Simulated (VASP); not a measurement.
A run of VASP 6.6.1:

The input POSCAR:

```
PbS
1.0
    0.0000000000      2.9650000000      2.9650000000
    2.9650000000      0.0000000000      2.9650000000
    2.9650000000      2.9650000000      0.0000000000
Pb S
1 1
Direct
    0.0000000000      0.0000000000      0.0000000000
    0.5000000000      0.5000000000      0.5000000000
```

File INCAR.step1:

```
  PREC = Accurate
  ENCUT = 520
  EDIFF = 1E-7
  ISMEAR = -1
  SIGMA = 0.01
  LREAL = False
  LASPH = True
  NELM = 80
  ALGO = Normal
  ISIF = 2
  LWAVE = False
  LCHARG = True
  GGA = PE
  NBANDS = 17
```

Contents of KPOINTS.step1:

```
regular mesh
0
Gamma
  8 8 8
```

The input INCAR.step2:

```
  PREC = Accurate
  ENCUT = 520
  EDIFF = 1E-7
  ISMEAR = -5
  SIGMA = 0.01
  LREAL = False
  LASPH = True
  NELM = 80
  ALGO = Normal
  ISIF = 2
  LWAVE = False
  LCHARG = False
  GGA = PE
  LORBIT = 11
  NEDOS = 2001
  ICHARG = 11
```

The input KPOINTS.step2:

```
regular mesh
0
Gamma
  12 12 12
```

Potentials or basis: VASP PAW PBE potentials, release 64 (Pb_d, S).

The run is started by

```console
$ cat potpaw_PBE.64/Pb_d/POTCAR potpaw_PBE.64/S/POTCAR > POTCAR
$ cp INCAR.step1 INCAR
$ cp KPOINTS.step1 KPOINTS
$ mpirun -np 1 vasp_std > vasp.out
$ cp INCAR.step2 INCAR
$ cp KPOINTS.step2 KPOINTS
$ mpirun -np 1 vasp_std > vasp.out
```

Hardware: 1 thread of AMD EPYC 7R43 64-Core Processor (Zen 3), with other jobs on the host.

Problem. How long does it take, and how much memory?

Solution. Wall time 77 s on 1 thread of AMD EPYC 7R43 64-Core Processor (Zen 3), with other jobs on the host, peak memory 0.17 GiB. Counts: k points 72.
